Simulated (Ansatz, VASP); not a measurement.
# One calculation of Ba, two programs

```
Ba
1.0
     3.59177   -2.51690    0.00000
     3.59177    2.51690    0.00000
     0.00000    0.00000    7.19005
Ba
2
Direct
  0.74677 0.25323 0.26252
  0.25323 0.74677 0.75000
```

Change from the starting cell: one atom moved.

Alike in both runs: task single point; functional PBEsol; k mesh 10 × 10 × 6; occupations gaussian, width 0.1 eV; no spin polarisation.

|  | VASP | Ansatz |
| --- | --- | --- |
| version | VASP 6.6.1 | Ansatz 0.2.0 |
| potentials or method | VASP PAW PBE potentials, release 64 (Ba_sv), cutoff 520 eV | scalar-relativistic, plane waves, PAW |
| valence electrons in the cell | 20 | 20 |

|  | VASP | Ansatz | Ansatz less VASP |
| --- | --- | --- | --- |
| gap on the k mesh at the Fermi level (eV) | none | none | - |
| pressure (GPa) | -0.8 | -0.9 | -0.05 |
| rms of the force components (eV/Å) | 0.064 | 0.063 | -0.0011 |

VASP's potentials were made for PBE, not for PBEsol. Atom by atom the forces differ by 0.001 eV/Å (rms over components). A gap of «none» marks a metal or a gap that the smearing closes.

Neither program's run includes spin-orbit coupling.
